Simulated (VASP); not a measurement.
# O (C2/m) in VASP: further runs

Runs on O. Level: PBEsol. Tasks: single point.

All numbers are computed with VASP 6.6.1; they aren't measurements. Logs are shortened: lines on timing, memory, paths and dates and some standing lists are left out, and cuts for length are marked.

## Step 1: The cell of the first run

The structure is monoclinic, space group C2/m (No. 12). Conventional cell: a = 8.755 Å, b = 6.220 Å, c = 4.390 Å, α = 90.00°, β = 115.77°, γ = 90.00°. Within 1.7 Å of O (site symmetry m) lie 1 O at 1.23 Å. O (site symmetry m) has 1 O at 1.23 Å within 1.7 Å. Within 1.6 Å of O (site symmetry 1) lie 1 O at 1.23 Å.

## Step 2: Single point, PBEsol

Input file INCAR:

```
SYSTEM = O
PREC = Accurate
ENCUT = 520
EDIFF = 1E-6
ISMEAR = -1
SIGMA = 0.05
LREAL = .False.
LASPH = .True.
NELM = 100
ALGO = Normal
ISIF = 2
LWAVE = .False.
LCHARG = .False.
GGA = PS
NBANDS = 34
```

Input file KPOINTS:

```
Automatic mesh
0
Gamma
  6 6 7
  0 0 0
```

Input file POSCAR:

```
O
1.0
    4.3774280000     -3.1101070000      0.0000000000
    4.3774280000      3.1101070000      0.0000000000
   -1.9083120000      0.0000000000      3.9533450000
O
8
Direct
    0.8517780000      0.8517780000      0.1326410000
    0.1482220000      0.1482220000      0.8673590000
    0.7922520000      0.7922520000      0.8216800000
    0.2077480000      0.2077480000      0.1783200000
    0.7860890000      0.2734590000      0.1553910000
    0.7265410000      0.2139110000      0.8446090000
    0.2139110000      0.7265410000      0.8446090000
    0.2734590000      0.7860890000      0.1553910000
```

Potentials or basis: VASP PAW PBE potentials, release 64 (O).

On the command line:

```bash
$ cat potpaw_PBE.64/O/POTCAR > POTCAR
$ mpirun -np 1 vasp_std > vasp.out
```

OUTCAR:

```text
SYSTEM = O
   PREC = Accurate
   ENCUT = 520
   EDIFF = 1E-6
   ISMEAR = -1
   LREAL = .False.
   LASPH = .True.
   NELM = 100
   ISIF = 2
   GGA = PS

 ion  position               nearest neighbor table
   1  0.852  0.852  0.133-   3 1.23
   2  0.148  0.148  0.867-   4 1.23
   3  0.792  0.792  0.822-   1 1.23
   4  0.208  0.208  0.178-   2 1.23
   5  0.786  0.273  0.155-   6 1.23
   6  0.727  0.214  0.845-   5 1.23
   7  0.214  0.727  0.845-   8 1.23
   8  0.273  0.786  0.155-   7 1.23

  LATTYP: Found a base centered monoclinic cell.
 ALAT       =     8.7548560000
 B/A-ratio  =     0.7104872998
 C/A-ratio  =     0.5014163764
 COS(beta)  =    -0.4347122314

  Lattice vectors:

 A1 = (   4.3774280000,  -3.1101070000,   0.0000000000)
 A2 = (   4.3774280000,   3.1101070000,   0.0000000000)
 A3 = (  -1.9083120000,   0.0000000000,   3.9533450000)

Analysis of symmetry for initial positions (statically):
=====================================================================
 Subroutine PRICEL returns:
 Original cell was already a primitive cell.

 Routine SETGRP: Setting up the symmetry group for a
 base centered monoclinic supercell.

 Subroutine GETGRP returns: Found  4 space group operations
 (whereof  4 operations were pure point group operations)
 out of a pool of  4 trial point group operations.

The static configuration has the point symmetry C_2h.

Analysis of symmetry for dynamics (positions and initial velocities):
=====================================================================
 Subroutine PRICEL returns:
 Original cell was already a primitive cell.

 Routine SETGRP: Setting up the symmetry group for a
 base centered monoclinic supercell.

 Subroutine GETGRP returns: Found  4 space group operations
 (whereof  4 operations were pure point group operations)
 out of a pool of  4 trial point group operations.

The dynamic configuration has the point symmetry C_2h.

 Subroutine INISYM returns: Found  4 space group operations
 (whereof  4 operations are pure point group operations),
 and found     1 'primitive' translations

----------------------------------------------------------------------------------------

                                     Primitive cell

  volume of cell :     107.6438

  direct lattice vectors                    reciprocal lattice vectors
     4.377428000 -3.110107000  0.000000000     0.114222324 -0.160766173  0.055136051
     4.377428000  3.110107000  0.000000000     0.114222324  0.160766173  0.055136051
    -1.908312000  0.000000000  3.953345000     0.000000000  0.000000000  0.252950350

  length of vectors
     5.369789702  5.369789702  4.389828172     0.204774231  0.204774231  0.252950350

  position of ions in fractional coordinates (direct lattice)
     0.851778000  0.851778000  0.132641000
     0.148222000  0.148222000  0.867359000
     0.792252000  0.792252000  0.821680000
     0.207748000  0.207748000  0.178320000
     0.786089000  0.273459000  0.155391000
     0.726541000  0.213911000  0.844609000
     0.213911000  0.726541000  0.844609000
     0.273459000  0.786089000  0.155391000

  ion indices of the primitive-cell ions
   primitive index   ion index
                 1           1
                 2           2
                 3           3
                 4           4
                 5           5
                 6           6
                 7           7
                 8           8

----------------------------------------------------------------------------------------

 KPOINTS: Automatic mesh

Automatic generation of k-mesh.
 Grid dimensions read from file:
 generate k-points for:    6    6    7

 Generating k-lattice:

  Cartesian coordinates                     Fractional coordinates (reciprocal lattice)
     0.019037054 -0.026794362  0.009189342     0.166666667 -0.000000000 -0.000000000
     0.019037054  0.026794362  0.009189342    -0.000000000  0.166666667 -0.000000000
     0.000000000  0.000000000  0.036135764     0.000000000  0.000000000  0.142857143

  Length of vectors
     0.034129039  0.034129039  0.036135764

  Shift w.r.t. Gamma in fractional coordinates (k-lattice)
     0.000000000  0.000000000  0.000000000

 Subroutine IBZKPT returns following result:
 ===========================================

 Found     76 irreducible k-points:

 Following reciprocal coordinates:
            Coordinates               Weight
  0.000000  0.000000  0.000000      1.000000
  0.166667  0.000000  0.000000      4.000000
  0.333333  0.000000  0.000000      4.000000
  0.500000  0.000000  0.000000      2.000000
  0.166667  0.166667  0.000000      2.000000
  0.333333  0.166667  0.000000      4.000000
[... 16 lines left out ...]
 -0.333333  0.166667  0.142857      4.000000
 -0.166667  0.166667  0.142857      4.000000
 [... further k-points ...]
   k-points           NKPTS =     76   k-points in BZ     NKDIM =     76   number of bands    NBANDS=     34
   number of dos      NEDOS =    301   number of ions     NIONS =      8
   total plane-waves  NPLWV =  57600
   dimension x,y,z NGX =    40 NGY =   40 NGZ =   36
   dimension x,y,z NGXF=    80 NGYF=   80 NGZF=   72
   ions per type =               8
   NGX,Y,Z   is equivalent  to a cutoff of  12.38, 12.38, 13.63 a.u.
   NGXF,Y,Z  is equivalent  to a cutoff of  24.77, 24.77, 27.27 a.u.
 SYSTEM =  O
   PREC   = accura    normal or accurate (medium, high low for compatibility)
   ISTART =      0    job   : 0-new  1-cont  2-samecut
   ICHARG =      2    charge: 1-file 2-atom 10-const
   ISPIN  =      1    spin polarized calculation?
   LNONCOLLINEAR =      F non collinear calculations
   LSORBIT =      F    spin-orbit coupling
   LASPH  =      T    aspherical Exc in radial PAW
   ENCUT  =  520.0 eV  38.22 Ry    6.18 a.u.   9.98  9.98  8.16*2*pi/ulx,y,z
   NELM   =    100;   NELMIN=  2; NELMDL= -5     # of ELM steps
   EDIFF  = 0.1E-05   stopping-criterion for ELM
   LREAL  =      F    real-space projection
   EDIFFG = 0.1E-04   stopping-criterion for IOM
   NSW    =      0    number of steps for IOM
   IBRION =     -1    ionic relax: 0-MD 1-quasi-New 2-CG
   NFREE  =      0    steps in history (QN), initial steepest desc. (CG)
   ISIF   =      2    stress and relaxation
   ISYM   =      2    0-nonsym 1-usesym 2-fastsym
   POTIM  = 0.5000    time-step for ionic-motion
   TEBEG  =    0.0;   TEEND  =   0.0 temperature during run
   PSTRESS=    0.0 pullay stress
   NELECT =      48.0000    total number of electrons
   NUPDOWN=      -1.0000    fix difference up-down
   EMIN   =  10.00;   EMAX   =-10.00  energy-range for DOS
   EFERMI =   0.00;   METHOD = LEGACY
   ISMEAR =    -1;   SIGMA  =   0.05  broadening in eV -4-tet -1-fermi 0-gaus
   EFERMI_NEDOS =   21; number of points for ismear=-14 and -15
   IALGO  =     38    algorithm
   IMIX   =      4    mixing-type and parameters
     AMIX     =   0.40;   BMIX     =  1.00
     AMIX_MAG =   1.60;   BMIX_MAG =  1.00
  volume/ion in A,a.u.               =      13.46        90.80
  Fermi-wavevector in a.u.,A,eV,Ry     =   1.250717  2.363512 21.283483  1.564292
  Thomas-Fermi vector in A             =   2.384698
   LORBIT       =      0    0 simple, 1 ext, 2 COOP (PROOUT), +10 PAW based schemes
   GGA     = PS    functional components
   LHFCALC =     F    Hartree Fock is set to
   AEXX    =    0.0000 exact exchange contribution
   IVDW    =     0    specifies the selected vdW correction
   LEPSILON=     F    determine dielectric tensor
   LRPA    =     F    only Hartree local field effects (RPA)
 non-spin polarized calculation
  energy-cutoff  :      520.00
  volume of cell :      107.64
 maximum number of plane-waves:      2926
   NGX = 19   NGY = 19   NGZ = 17

 number of electron      47.9999991 magnetization

 Free energy of the ion-electron system (eV)
  ---------------------------------------------------
  ext. energy  EPLUGINS =         0.00000000
  ---------------------------------------------------
  free energy    TOTEN  =       -41.91283145 eV

  energy without entropy =      -41.91283099  energy(sigma->0) =      -41.91283122

 E-fermi :  -0.6585     XC(G=0):  -8.4916

 val. band max:       -1.3446841806   @ k =   0.0000   0.0000   0.0000
 cond. band min:       0.0132411206   @ k =   0.5000   0.0000   0.4286
 fundamental gap:      1.3579253012
 Fermi energy:        -0.6584914605

 k-point     1 :       0.0000    0.0000    0.0000
  band No.  band energies     occupation
      1     -27.8430      2.00000
      2     -26.9844      2.00000
      3     -26.9597      2.00000
      4     -26.2337      2.00000
      5     -15.5333      2.00000
      6     -14.5520      2.00000
[... 26 lines left out ...]
     33       9.0185      0.00000
     34      11.1750      0.00000

 k-point     2 :       0.1667    0.0000    0.0000
  band No.  band energies     occupation
      1     -27.8318      2.00000
      2     -26.9943      2.00000
      3     -26.9630      2.00000
      4     -26.2345      2.00000
      5     -15.5304      2.00000
      6     -14.5601      2.00000
[... 26 lines left out ...]
     33       9.1191      0.00000
     34      10.4928      0.00000

 k-point     3 :       0.3333    0.0000    0.0000
  band No.  band energies     occupation
      1     -27.8086      2.00000
      2     -27.0202      2.00000
      3     -26.9645      2.00000
      4     -26.2360      2.00000
      5     -15.5246      2.00000
      6     -14.5776      2.00000
[... 26 lines left out ...]
     33       9.2769      0.00000
     34       9.8703      0.00000
[... 704 lines left out ...]
 k-point    23 :      -0.3333    0.1667    0.1429
  band No.  band energies     occupation
      1     -27.7940      2.00000
      2     -27.0208      2.00000
      3     -26.9768      2.00000
      4     -26.2361      2.00000
      5     -15.5757      2.00000
      6     -14.6296      2.00000
[... 26 lines left out ...]
     33       9.3019      0.00000
     34       9.7862      0.00000

 k-point    24 :      -0.1667    0.1667    0.1429
  band No.  band energies     occupation
      1     -27.8135      2.00000
      2     -27.0080      2.00000
      3     -26.9697      2.00000
      4     -26.2310      2.00000
      5     -15.5871      2.00000
      6     -14.6127      2.00000
[... 26 lines left out ...]
     33       9.1121      0.00000
     34       9.8156      0.00000

 [... further k-points ...]

------------------------ aborting loop because EDIFF is reached ----------------------------------------

  FORCE on cell =-STRESS in cart. coord.  units (eV):
  Direction    XX          YY          ZZ          XY          YZ          ZX
  --------------------------------------------------------------------------------------
  -------------------------------------------------------------------------------------
  Total       -1.3981574     -1.4065073     -2.0464632      0.0000000      0.0000000      0.0295479
  in kB      -20.8102648    -20.9345449    -30.4596891      0.0000000      0.0000000      0.4397930
  external PRESSURE =     -24.0681663 kB  Pullay stress =       0.0000000 kB

 VOLUME and BASIS-vectors are now :
 -----------------------------------------------------------------------------
  energy-cutoff  :      520.00
  volume of cell :      107.64
      direct lattice vectors                 reciprocal lattice vectors
     4.377428000 -3.110107000  0.000000000     0.114222324 -0.160766173  0.055136051
     4.377428000  3.110107000  0.000000000     0.114222324  0.160766173  0.055136051
    -1.908312000  0.000000000  3.953345000     0.000000000  0.000000000  0.252950350

 POSITION                                       TOTAL-FORCE (eV/Angst)
 -----------------------------------------------------------------------------------
      7.20407      0.00000      0.52438         0.250102     -0.000000     -0.411940
     -0.35753      0.00000      3.42897        -0.250102     -0.000000      0.411940
      5.36803      0.00000      3.24838         0.206747     -0.000000      0.444625
      1.47851      0.00000      0.70496        -0.206747     -0.000000     -0.444625
      4.34156     -1.59433      0.61431         0.022506     -0.229559     -0.419293
      2.50498     -1.59433      3.33903        -0.022506     -0.229559      0.419293
      2.50498      1.59433      3.33903        -0.022506      0.229559      0.419293
      4.34156      1.59433      0.61431         0.022506      0.229559     -0.419293
 -----------------------------------------------------------------------------------
    total drift:                                0.000000      0.000000     -0.000000

  FREE ENERGIE OF THE ION-ELECTRON SYSTEM (eV)
  ---------------------------------------------------
  free  energy   TOTEN  =       -41.9128314494 eV

  energy  without entropy=      -41.9128309876  energy(sigma->0) =      -41.91283122
```

Wall time 1.8 min (1 thread of Intel Xeon 6975P-C (Granite Rapids), shared host); peak memory 0.33 GiB.

What came out:

```
Free energy            : -41.9128 eV
Pressure               : -2.4 GPa
Largest force          : 0.490 eV/Å
Band gap on the k mesh : 1.36 eV (least direct gap 1.42 eV)
```

Forces on the atoms (eV/Å):
```
O    0.250  0.000 -0.412
O   -0.250  0.000  0.412
O    0.207  0.000  0.445
O   -0.207  0.000 -0.445
O    0.023 -0.230 -0.419
O   -0.023 -0.230  0.419
O   -0.023  0.230  0.419
O    0.023  0.230 -0.419
```

Stress tensor (GPa, compression positive):
```
-2.08  0.00  0.04
 0.00 -2.09  0.00
 0.04  0.00 -3.05
```

Levels at points of the mesh, in eV from the valence-band top:
```csv
k point,band 20,band 21,band 22,band 23,band 24,band 25,band 26,band 27,band 28,band 29
"(0.00, 0.00, 0.00)",-3.95,-1.05,-0.99,-0.48,0.00,1.86,1.87,2.07,2.23,8.26
"(0.50, 0.00, 0.00)",-3.87,-1.01,-0.75,-0.28,-0.23,1.51,1.79,2.12,2.24,8.92
"(0.50, 0.50, 0.00)",-4.09,-0.90,-0.80,-0.16,-0.12,1.43,1.70,1.94,2.20,8.84
```

Caveat: the standard files for N, O and F lose accuracy on very short bonds; spin is off for a triplet molecule; this functional lacks dispersion, which holds the molecules together, so the pressure and a relaxed volume are unreliable; the PAW data sets were made with another functional, which shifts forces and pressure a little.

## Step 3: Single point, PBEsol

This run uses another cell than the first one, of 16.11 Å³/atom.

Input file INCAR:

```
SYSTEM = O
ALGO = Normal
EDIFF = 1E-6
ENCUT = 520
GGA = PS
ISIF = 2
ISMEAR = -1
LASPH = .True.
LCHARG = .False.
LREAL = .False.
LWAVE = .False.
NBANDS = 34
NELM = 100
PREC = Accurate
SIGMA = 0.05
```

Input file KPOINTS:

```
k-points
0
Gamma
  6 6 7
  0 0 0
```

Input file POSCAR:

```
O
1.0
    4.5983922703     -3.2441057323     -0.0198375919
    4.5983922703      3.2441057323     -0.0198375919
   -2.0225557096      0.0000000000      4.3277425964
O
8
Direct
    0.8534040494      0.8534040494      0.0976351459
    0.1465959506      0.1465959506      0.9023648541
    0.8075025205      0.8075025205      0.8200870059
    0.1924974795      0.1924974795      0.1799129941
    0.7942737262      0.2518379434      0.1387497044
    0.7481620566      0.2057262738      0.8612502956
    0.2057262738      0.7481620566      0.8612502956
    0.2518379434      0.7942737262      0.1387497044
```

Potentials or basis: VASP PAW PBE potentials, release 64 (O).

On the command line:

```bash
$ cat potpaw_PBE.64/O/POTCAR > POTCAR
$ mpirun -np 1 vasp_std > vasp.out
```

It took 2.5 min on 1 thread of Intel Xeon 6975P-C (Granite Rapids), shared host; peak memory 0.36 GiB.

It converged, with:

| Item | Value |
| --- | --- |
| Free energy | -41.9151 eV |
| Pressure | 2.7 GPa |
| Largest force | 1.444 eV/Å |
| Band gap on the k mesh | 1.74 eV (least direct gap 1.78 eV) |

Forces on the atoms (eV/Å):
```
O   -0.189  0.000  1.428
O    0.189  0.000 -1.428
O    0.150  0.000 -1.430
O   -0.150  0.000  1.430
O   -0.168  0.022  1.434
O    0.168  0.022 -1.434
O    0.168 -0.022 -1.434
O   -0.168 -0.022  1.434
```

Stress tensor (GPa, compression positive):
```
-0.03  0.00 -0.99
 0.00 -0.15  0.00
-0.99  0.00  8.16
```

Levels at points of the mesh, in eV from the valence-band top:
```csv
k point,band 21,band 22,band 23,band 24,band 25,band 26,band 27,band 28
"(0.00, 0.00, 0.00)",-0.91,-0.89,-0.20,0.00,2.05,2.06,2.38,2.54
"(0.50, 0.00, 0.00)",-0.90,-0.77,-0.12,-0.12,1.88,2.01,2.45,2.53
"(0.50, 0.50, 0.00)",-0.84,-0.81,-0.07,-0.06,1.84,1.98,2.34,2.54
```

Caveat: the standard files for N, O and F lose accuracy on very short bonds; spin is off for a triplet molecule; the stress differs along the axes, from -0 to 8 GPa; this functional lacks dispersion, which holds the molecules together, so the pressure and a relaxed volume are unreliable; the PAW data sets were made with another functional, which shifts forces and pressure a little. A k mesh can miss the band edges.
